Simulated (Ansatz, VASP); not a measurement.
One calculation of Ni, two programs

File INCAR:

```
PREC = Accurate
ENCUT = 520
EDIFF = 1E-6
ISMEAR = -1
SIGMA = 0.05
LREAL = F
LASPH = T
NELM = 150
ALGO = Normal
ISIF = 2
LWAVE = F
LCHARG = F
ISPIN = 2
MAGMOM = 0.698 0.698
LORBIT = 11
LMAXMIX = 4
GGA = RP
NBANDS = 21
```

File KPOINTS:

```
regular mesh
0
Gamma
  18 18 9
```

Contents of POSCAR:

```
Ni
1.0
   -1.7076709194      1.4064061567      1.2530944515
    1.4064061567     -1.7076709194      1.2530944515
    3.2140333720      3.2140333720     -1.8048614162
Ni
2
Direct
    0.9584903673      0.0415096327      0.0000000000
    0.7915096327      0.2084903673      0.5000000000
```

Input for Ansatz:

```yaml
crystal:
  lattice:
    - [-1.7076709194, 1.4064061567, 1.2530944515]
    - [1.4064061567, -1.7076709194, 1.2530944515]
    - [3.214033372, 3.214033372, -1.8048614162]
  atoms:
    - { symbol: Ni, position: [0.9584903673, 0.0415096327, 0.0], spin: 0.698 }
    - { symbol: Ni, position: [0.7915096327, 0.2084903673, 0.5], spin: 0.698 }
hamiltonian:
  xc: rpbe
  pseudopotentials:
    kind: paw
    azcp:
      Ni: "pseudopotentials/Ni.paw.azcp"
basis:
  ecutwfc: 420
  fft_grid_basis: typed
kpoints:
  mp_grid: { grid: [18, 18, 9], shift: [0, 0, 0] }
magnetization:
  spin_polarized: true
scf:
  occupations: { method: fermi_dirac, width: 0.05 }
  lower_state_search: "off"
output:
  stress: true
  write_density: true
  write_potential: true
  elf: true
  volumetric_format: npy
```

Alike in both runs: task single point; functional RPBE; k mesh 18 × 18 × 9; occupations fermi-dirac, width 0.05 eV; collinear spin.

|  | VASP | Ansatz |
| --- | --- | --- |
| version | VASP 6.6.1 | Ansatz 0.2.0 |
| potentials or method | VASP PAW PBE potentials, release 64 (Ni), cutoff 520 eV | plane waves (420 eV) with PAW, scalar-relativistic |
| valence electrons in the cell | 20 | 36 |

|  | VASP | Ansatz | Ansatz less VASP |
| --- | --- | --- | --- |
| pressure (GPa) | -6.1 | -6.4 | -0.27 |
| net moment per atom (μB) | 0.63 | 0.65 | +0.022 |
| size of the moment on the site where the two differ most (μB) | 0.65 | 0.70 | +0.047 |

VASP's potentials were made for PBE, not for RPBE. Site moments also hang on the region over which each program counts them. VASP's potentials hold 20 valence electrons a cell and Ansatz's 36, so a difference there can come from the potentials and not from the codes.
